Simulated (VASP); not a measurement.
# K (Fd-3m) in VASP: further runs, part 2 of 2

VASP 6.6.1. Earlier steps stand in the parts before.

## Step 3: Single point, PBEsol (117.30 Å³/atom)

This run uses another cell than the first one, of 117.30 Å³/atom.

File INCAR:

```
ALGO = Normal
EDIFF = 1E-6
ENCUT = 520
GGA = PS
ISIF = 2
ISMEAR = -1
LASPH = T
LCHARG = T
LELF = T
LREAL = F
LVHAR = T
LWAVE = F
NBANDS = 16
NELM = 80
PREC = Accurate
SIGMA = 0.1
```

File KPOINTS:

```
k-points
0
Gamma
  7 7 7
```

File POSCAR:

```
K
1.0
    0.0000000000      4.8952044321      4.8952044321
    4.8952044321      0.0000000000      4.8952044321
    4.8952044321      4.8952044321      0.0000000000
K
2
Direct
    0.1250000000      0.1250000000      0.1250000000
    0.8750000000      0.8750000000      0.8750000000
```

Potentials or basis: VASP PAW PBE potentials, release 64 (K_sv).

On the command line:

```
$ cat potpaw_PBE.64/K_sv/POTCAR > POTCAR
$ mpirun -np 1 vasp_std > vasp.out
```

It took 3.5 min on 1 thread of Intel Xeon 8259CL, shared host; peak memory 0.4 GiB.

Results (log left out):

```
Free energy            : -1.6536 eV
Pressure               : -0.1 GPa
Band gap on the k mesh : zero (bands 9 and 10 overlap by 0.03 eV)
```

Levels at points of the mesh, in eV from the Fermi level:
```tsv
k point	band 6	band 7	band 8	band 9	band 10	band 11	band 12	band 13
(0.00, 0.00, 0.00)	-15.99	-15.99	-15.99	-1.60	2.31	2.31	2.31	2.62
```

Caveat: the PAW data sets were made with another functional, which shifts forces and pressure a little.

## Step 4: Relaxation of cell and atoms, PBEsol

This run uses another cell than the first one, of 96.29 Å³/atom.

File INCAR:

```
SYSTEM = K
PREC = Accurate ; ENCUT = 600
EDIFF = 1E-7 ; ISMEAR = -1
SIGMA = 0.1 ; LREAL = .FALSE.
LASPH = .TRUE. ; NELM = 60
ALGO = Normal ; ISIF = 3
LWAVE = .FALSE. ; LCHARG = .FALSE.
GGA = PS ; IBRION = 2
NSW = 80 ; EDIFFG = -0.01
```

File KPOINTS:

```
regular mesh
0
G
  6 6 6
  0 0 0
```

File POSCAR:

```
K
1.0
    0.0000000000      4.5833978046      4.5833978046
    4.5833978046      0.0000000000      4.5833978046
    4.5833978046      4.5833978046      0.0000000000
K
2
Direct
    0.1250000000      0.1250000000      0.1250000000
    0.8750000000      0.8750000000      0.8750000000
```

Potentials or basis: VASP PAW PBE potentials, release 64 (K_sv).

On the command line:

```
$ cat potpaw_PBE.64/K_sv/POTCAR > POTCAR
$ mpirun -np 1 vasp_std > vasp.out
```

OUTCAR:

```text
SYSTEM = K
   PREC = Accurate
   ENCUT = 600
   EDIFF = 1E-7
   ISMEAR = -1
   LREAL = .FALSE.
   LASPH = .TRUE.
   NELM = 60
   ISIF = 3
   GGA = PS
   IBRION = 2
   NSW = 80
   EDIFFG = -0.01

 ion  position               nearest neighbor table
   1  0.125  0.125  0.125-
   2  0.875  0.875  0.875-

  LATTYP: Found a face centered cubic cell.
 ALAT       =     9.1667956092

  Lattice vectors:

 A1 = (   0.0000000000,   4.5833978046,   4.5833978046)
 A2 = (   4.5833978046,   0.0000000000,   4.5833978046)
 A3 = (   4.5833978046,   4.5833978046,   0.0000000000)

Analysis of symmetry for initial positions (statically):
=====================================================================
 Subroutine PRICEL returns:
 Original cell was already a primitive cell.

 Routine SETGRP: Setting up the symmetry group for a
 face centered cubic supercell.

 Subroutine GETGRP returns: Found 48 space group operations
 (whereof 12 operations were pure point group operations)
 out of a pool of 48 trial point group operations.

The static configuration has the point symmetry D_3d.
 The point group associated with its full space group is O_h .
[... 145 lines left out ...]

 number of electron      18.0000000 magnetization

 Free energy of the ion-electron system (eV)
  ---------------------------------------------------
  ext. energy  EPLUGINS =         0.00000000
  ---------------------------------------------------
  free energy    TOTEN  =        -1.65339588 eV

  energy without entropy =       -1.59758928  energy(sigma->0) =       -1.62549258

------------------------ aborting loop because EDIFF is reached ----------------------------------------

  FORCE on cell =-STRESS in cart. coord.  units (eV):
  Direction    XX          YY          ZZ          XY          YZ          ZX
  --------------------------------------------------------------------------------------
  -------------------------------------------------------------------------------------
  Total        0.1709397      0.1709397      0.1709397      0.0000000      0.0000000     -0.0000000
  in kB        1.4222006      1.4222006      1.4222006      0.0000000      0.0000000     -0.0000000
  external PRESSURE =       1.4222006 kB  Pullay stress =       0.0000000 kB
[... 131 lines left out ...]
--------------------------------------- Ionic step        5  -------------------------------------------

 number of electron      18.0000002 magnetization

 Free energy of the ion-electron system (eV)
  ---------------------------------------------------
  ext. energy  EPLUGINS =         0.00000000
  ---------------------------------------------------
  free energy    TOTEN  =        -1.66092363 eV

  energy without entropy =       -1.60559145  energy(sigma->0) =       -1.63325754

 E-fermi :  -0.7656     XC(G=0):  -4.8174

 val. band max:       -0.8980497560   @ k =   0.5000   0.0000   0.0000
 cond. band min:      -0.7400834425   @ k =   0.5000   0.5000   0.0000
 fundamental gap:      0.1579663135
 Fermi energy:        -0.7656117123

 k-point     1 :       0.0000    0.0000    0.0000
  band No.  band energies     occupation
      1     -33.2483      2.00000
      2     -33.2322      2.00000
      3     -16.8156      2.00000
      4     -16.8156      2.00000
      5     -16.8156      2.00000
      6     -16.7462      2.00000
      7     -16.7462      2.00000
      8     -16.7462      2.00000
      9      -2.4980      2.00000
     10       1.6269      0.00000
     11       1.6269      0.00000
     12       1.6269      0.00000
     13       1.9497      0.00000
[... 267 lines left out ...]
  FREE ENERGIE OF THE ION-ELECTRON SYSTEM (eV)
  ---------------------------------------------------
  free  energy   TOTEN  =        -1.6609236326 eV

  energy  without entropy=       -1.6055914520  energy(sigma->0) =       -1.63325754

 reached required accuracy - stopping structural energy minimisation
```

Wall time 11 min (1 thread of Intel Xeon 8259CL, shared host); peak memory 0.42 GiB.

Results:

```
Free energy                           : -1.6609 eV
Relaxed volume                        : 105.44 Å³/atom
Relaxed cell                          : a = 6.681 Å, b = 6.681 Å, c = 6.681 Å, α = 60.00°, β = 60.00°, γ = 60.00°
Space group after relaxing (to 0.1 Å) : Fd-3m (No. 227)
Energy gained by relaxing             : 3.8 meV/atom
Ionic steps                           : 5
Pressure after relaxing               : 0.0 GPa
Band gap on the k mesh                : zero (bands 9 and 10 overlap by 0.30 eV)
```

Step by step:
| step | energy change (eV) | largest force (eV/Å) | pressure (GPa) | volume (Å³) |
| --- | --- | --- | --- | --- |
| 1 | 0.0000 | 0.0000 | 0.14 | 192.57 |
| 2 | -0.0020 | 0.0000 | 0.12 | 194.96 |
| 3 | -0.0060 | 0.0000 | 0.06 | 202.26 |
| 4 | -0.0066 | 0.0000 | -0.04 | 217.39 |
| 5 | -0.0075 | 0.0000 | 0.00 | 210.88 |

Final structure:
```yaml
crystal:
  lattice:
    - [0.00000, 4.72430, 4.72430]
    - [4.72430, 0.00000, 4.72430]
    - [4.72430, 4.72430, 0.00000]
  atoms:
    - { symbol: K, position: [0.12500, 0.12500, 0.12500] }
    - { symbol: K, position: [0.87500, 0.87500, 0.87500] }
```

Caveat: the PAW data sets were made with another functional, which shifts forces and pressure a little.

## Step 5: Single point, PBEsol

This run uses another cell than the first one, of 104.74 Å³/atom.

File INCAR:

```
ALGO = Normal ; EDIFF = 1E-7
ENCUT = 520 ; GGA = PS
ISIF = 2 ; ISMEAR = -1
LASPH = True ; LCHARG = False
LREAL = False ; LWAVE = False
NBANDS = 16 ; NELM = 60
PREC = Accurate ; SIGMA = 0.1
```

File KPOINTS:

```
k-points
0
Gamma
  10 10 10
```

File POSCAR:

```
K
1.0
    0.0000000000      4.7137313362      4.7137313362
    4.7137313362      0.0000000000      4.7137313362
    4.7137313362      4.7137313362      0.0000000000
K
2
Direct
    0.1250000000      0.1250000000      0.1250000000
    0.8750000000      0.8750000000      0.8750000000
```

Potentials or basis: VASP PAW PBE potentials, release 64 (K_sv).

On the command line:

```
$ cat potpaw_PBE.64/K_sv/POTCAR > POTCAR
$ mpirun -np 1 vasp_std > vasp.out
```

OUTCAR:

```text
EDIFF = 1E-7
   ENCUT = 520
   GGA = PS
   ISIF = 2
   ISMEAR = -1
   LASPH = True
   LREAL = False
   NELM = 60
   PREC = Accurate

 ion  position               nearest neighbor table
   1  0.125  0.125  0.125-
   2  0.875  0.875  0.875-

  LATTYP: Found a face centered cubic cell.
 ALAT       =     9.4274626724

  Lattice vectors:

 A1 = (   0.0000000000,   4.7137313362,   4.7137313362)
 A2 = (   4.7137313362,   0.0000000000,   4.7137313362)
 A3 = (   4.7137313362,   4.7137313362,   0.0000000000)

Analysis of symmetry for initial positions (statically):
=====================================================================
 Subroutine PRICEL returns:
 Original cell was already a primitive cell.

 Routine SETGRP: Setting up the symmetry group for a
 face centered cubic supercell.

 Subroutine GETGRP returns: Found 48 space group operations
 (whereof 12 operations were pure point group operations)
 out of a pool of 48 trial point group operations.

The static configuration has the point symmetry D_3d.
 The point group associated with its full space group is O_h .

[... 159 lines left out ...]
  energy without entropy =       -1.60997675  energy(sigma->0) =       -1.63670998

 E-fermi :  -0.7632     XC(G=0):  -4.8327

 val. band max:       -0.7761022261   @ k =  -0.3000   0.4000   0.2000
 cond. band min:      -0.7294136991   @ k =   0.5000   0.5000   0.0000
 fundamental gap:      0.0466885269
 Fermi energy:        -0.7632268269

 k-point     1 :       0.0000    0.0000    0.0000
  band No.  band energies     occupation
      1     -33.2416      2.00000
      2     -33.2250      2.00000
      3     -16.8093      2.00000
      4     -16.8093      2.00000
      5     -16.8093      2.00000
      6     -16.7385      2.00000
[... 433 lines left out ...]
      3     -16.8216      2.00000
      4     -16.8210      2.00000
      5     -16.7909      2.00000
      6     -16.7583      2.00000
[... 8 lines left out ...]
     15       2.4967      0.00000
     16       2.6858      0.00000

 [... further k-points ...]

------------------------ aborting loop because EDIFF is reached ----------------------------------------

  FORCE on cell =-STRESS in cart. coord.  units (eV):
  Direction    XX          YY          ZZ          XY          YZ          ZX
  --------------------------------------------------------------------------------------
  -------------------------------------------------------------------------------------
  Total       -0.0026255     -0.0026255     -0.0026255      0.0000000      0.0000000      0.0000000
  in kB       -0.0200819     -0.0200819     -0.0200819      0.0000000      0.0000000      0.0000000
  external PRESSURE =      -0.0200819 kB  Pullay stress =       0.0000000 kB

 VOLUME and BASIS-vectors are now :
 -----------------------------------------------------------------------------
  energy-cutoff  :      520.00
  volume of cell :      209.47
      direct lattice vectors                 reciprocal lattice vectors
     0.000000000  4.713731336  4.713731336    -0.106073080  0.106073080  0.106073080
     4.713731336  0.000000000  4.713731336     0.106073080 -0.106073080  0.106073080
     4.713731336  4.713731336  0.000000000     0.106073080  0.106073080 -0.106073080

 POSITION                                       TOTAL-FORCE (eV/Angst)
 -----------------------------------------------------------------------------------
      1.17843      1.17843      1.17843         0.000000     -0.000000      0.000000
      8.24903      8.24903      8.24903        -0.000000      0.000000     -0.000000
 -----------------------------------------------------------------------------------
    total drift:                                0.000000      0.000000     -0.000000

  FREE ENERGIE OF THE ION-ELECTRON SYSTEM (eV)
  ---------------------------------------------------
  free  energy   TOTEN  =        -1.6634432093 eV

  energy  without entropy=       -1.6099767531  energy(sigma->0) =       -1.63670998
```

Wall time 6.1 min (1 thread of Intel Xeon 8259CL, shared host); peak memory 0.4 GiB.

What came out:

```yaml
Free_energy: -1.6634 eV
Pressure: 0.0 GPa
Band_gap_on_the_k_mesh: zero (bands 9 and 10 overlap by 0.36 eV)
```

Caveat: the PAW data sets were made with another functional, which shifts forces and pressure a little.

## Step 6: The runs side by side

| task | cell | k mesh | cutoff (eV) | gap on the mesh (eV) | pressure (GPa) |
| --- | --- | --- | --- | --- | --- |
| single point | a = 6.839 Å, angles 60.0°, 2 atoms | 7 × 7 × 7 | 520 | none | -0.1 |
| single point | a = 6.923 Å, angles 60.0°, 2 atoms | 7 × 7 × 7 | 520 | none | -0.1 |
| relaxation of cell and atoms | relaxed from a = 6.482 Å, angles 60.0°, 2 atoms | 6 × 6 × 6 | 600 | none | 0.0 |
| single point | a = 6.666 Å, angles 60.0°, 2 atoms | 10 × 10 × 10 | 520 | none | 0.0 |

Alike in all rows: level PBEsol; potentials or basis VASP PAW PBE potentials, release 64 (K_sv); no spin polarisation; smearing fermi-dirac 0.1 eV.

Caveats: the PAW data sets were made with another functional, which shifts forces and pressure a little.

Total energies depend on the potentials used, so only differences within one code and one set of settings carry meaning.

The gap in the log of VASP goes by the Fermi energy; the results here count the filled bands.